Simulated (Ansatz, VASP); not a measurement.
Two plane-wave programs on InPd

File INCAR:

```
SYSTEM = InPd
PREC     = Accurate       ! precision mode
ENCUT    = 520            ! plane-wave cutoff, eV
EDIFF    = 1E-6           ! SCF threshold, eV
ISMEAR   = 0              ! smearing method
SIGMA    = 0.15           ! smearing width, eV
LREAL    = .FALSE.        ! projectors in reciprocal space
LASPH    = .TRUE.         ! aspherical terms in the spheres
NELM     = 60             ! most SCF steps
ALGO     = Fast           ! electronic algorithm
ISIF     = 2              ! what is computed and relaxed
LWAVE    = .FALSE.        ! write WAVECAR
LCHARG   = .FALSE.        ! write CHGCAR
GGA      = PS             ! functional
NBANDS   = 18             ! bands
```

Contents of KPOINTS:

```
regular mesh
0
G
  14 14 14
  0 0 0
```

Contents of POSCAR:

```
InPd
1.0
    3.3602606235      0.0000000000      0.0000000000
    0.0000000000      3.3602606235      0.0000000000
    0.0000000000      0.0000000000      3.0193646182
In Pd
1 1
Direct
   -0.0149022267      0.0000000000      0.0000000000
    0.5160782172      0.5000000000      0.5000000000
```

Input for Ansatz:

```yaml
crystal:
  lattice:
    - [3.3602606235, 0.0, 0.0]
    - [0.0, 3.3602606235, 0.0]
    - [0.0, 0.0, 3.0193646182]
  atoms:
    - { symbol: In, position: [-0.0149022267, 0.0, 0.0] }
    - { symbol: Pd, position: [0.5160782172, 0.5, 0.5] }
basis:
  ecutwfc: 420
kpoints:
  mp_grid: { grid: [14, 14, 14] }
hamiltonian:
  xc: pbesol
scf:
  occupations: { method: gaussian, width: 0.15 }
output:
  forces: true
  stress: true
  eigenvalues: true
```

Change from the starting cell: mode 4 frozen in at -0.052 Å, strain +e along z and -e/2 along x and y -0.0700.

Alike in both runs: task single point; functional PBEsol; k mesh 14 × 14 × 14; occupations gaussian, width 0.15 eV; no spin polarisation.

|  | VASP | Ansatz |
| --- | --- | --- |
| version | VASP 6.6.1 | Ansatz 0.2.0 |
| potentials or method | VASP PAW PBE potentials, release 64 (In_d, Pd), cutoff 520 eV | scalar-relativistic, plane waves, PAW |
| valence electrons in the cell | 23 | 31 |

Ansatz gave:

```
gap on the k mesh at the Fermi level (eV)                     : none
pressure (GPa)                                                : 1.5
traceless stress, the component that is largest in VASP (GPa) : 3.21
rms of the force components (eV/Å)                            : 0.276
```

Problem. What did VASP give for the same quantities?

Solution. gap on the k mesh at the Fermi level (eV): none; pressure (GPa): 1.7; traceless stress, the component that is largest in VASP (GPa): 3.21; rms of the force components (eV/Å): 0.280.

VASP's potentials were made for PBE, not for PBEsol. Atom by atom the forces differ by 0.005 eV/Å (rms over components). A gap of «none» marks a metal or a gap that the smearing closes. The functional is the same, so the differences come from potentials, cutoffs and numerics. VASP's potentials hold 23 valence electrons a cell and Ansatz's 31, so a difference there can come from the potentials and not from the codes.
